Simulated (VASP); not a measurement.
Set up this calculation in VASP 6.6.1, as the native input.

| Property | Result |
| --- | --- |
| Task | single point |
| Functional | PBEsol |
| Potentials or basis | VASP PAW PBE potentials, release 64 (Er) |
| Cutoff | 520 eV |
| k mesh | 13 × 13 × 7 |
| Occupations | fermi-dirac, width 0.05 eV |
| Spin | collinear spin, antiferromagnetic start |
| Starting moments | [2.455, -2.455] μB |
| Dipole correction | no |
| Further INCAR settings | ALGO = Normal; EDIFF = 1e-07; NBANDS = 33 |

The structure of Er lies in POSCAR:

```
Er
1.0
    3.5667254038      0.0000000000      0.0000000000
   -1.7833627019      3.0888748080      0.0000000000
    0.0000000000      0.0000000000      5.7312328984
Er
2
Direct
    0.3333333333      0.6666666667      0.2500000000
    0.6666666667      0.3333333333      0.7500000000
```

These files were run (other wordings do the same):

INCAR

```
ALGO = Normal
EDIFF = 1E-7
ENCUT = 520
GGA = PS
ISIF = 2
ISMEAR = -1
ISPIN = 2
LASPH = True
LCHARG = False
LMAXMIX = 6
LORBIT = 11
LREAL = False
LWAVE = False
MAGMOM = 2.455 -2.455
NBANDS = 33
NELM = 150
PREC = Accurate
SIGMA = 0.05
```

KPOINTS

```
k-points
0
Gamma
  13 13 7
```

Potentials or basis: VASP PAW PBE potentials, release 64 (Er).

Command:

```console
$ cat potpaw_PBE.64/Er/POTCAR > POTCAR
$ mpirun -np 1 vasp_std > vasp.out
```

Results of the run:

| Property | Result |
| --- | --- |
| Pressure | -0.3 GPa |
| Band gap on the k mesh | zero (filled and empty bands overlap) |
| Net moment | 0.00 μB per cell |
| Site moments | Er +2.42, -2.42 μB |
| Valence electrons inside the program's atomic spheres | Er 19.63 |

Caveat: the magnetic or orbital state may not be the lowest; the antiferromagnetic order is the one typed at the start, and another may lie lower; the PAW data sets were made with another functional, which shifts forces and pressure a little; spin-orbit coupling is left out, which moves the levels of the heavy elements; semilocal functionals describe open f shells poorly, which spoils levels, moments and volumes.

It took 26 min on 1 thread of Intel(R) Xeon(R) 6975P-C (Granite Rapids) (shared host), peak memory 0.41 GiB.
